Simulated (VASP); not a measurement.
A run of VASP 6.6.1 is set up as follows.

The input INCAR:

```
SYSTEM = C
PREC = Accurate
ENCUT = 520
EDIFF = 1E-7
ISMEAR = 0
SIGMA = 0.1
LREAL = .False.
LASPH = .True.
NELM = 80
ALGO = Normal
ISIF = 2
LWAVE = .False.
LCHARG = .False.
LDIPOL = .True.
IDIPOL = 3
DIPOL = 0.5 0.5 0.359
GGA = PE
IVDW = 12
NBANDS = 16
```

KPOINTS

```
Automatic mesh
0
Gamma
  15 15 1
  0 0 0
```

The input POSCAR:

```
C
1.0
    2.4657189597      0.0000000000      0.0000000000
   -1.2328594799      2.1353752577      0.0000000000
    0.0000000000      0.0000000000     17.5000000000
C
4
Direct
    0.3333333333      0.6666666667      0.2571428571
    0.6666666667      0.3333333333      0.2571428571
    0.5000000000      1.3333333333      0.4605714286
    0.8333333333      1.0000000000      0.4605714286
```

Potentials or basis: VASP PAW PBE potentials, release 64 (C).

Command:

```sh
$ cat potpaw_PBE.64/C/POTCAR > POTCAR
$ mpirun -np 1 vasp_std > vasp.out
```

Problem. Predict the band gap on the k mesh.

Solution. 0.16 eV, direct.

Problem. Estimate the largest force.

Solution. 0.020 eV/Å.

Problem. What does it give for the dispersion energy per atom?

Solution. -0.115 eV.

Forces in eV/Å, atoms in the order of the input:
```
C   -0.001  0.002  0.012
C   -0.003  0.001  0.020
C    0.003 -0.001 -0.020
C    0.001 -0.002 -0.012
```
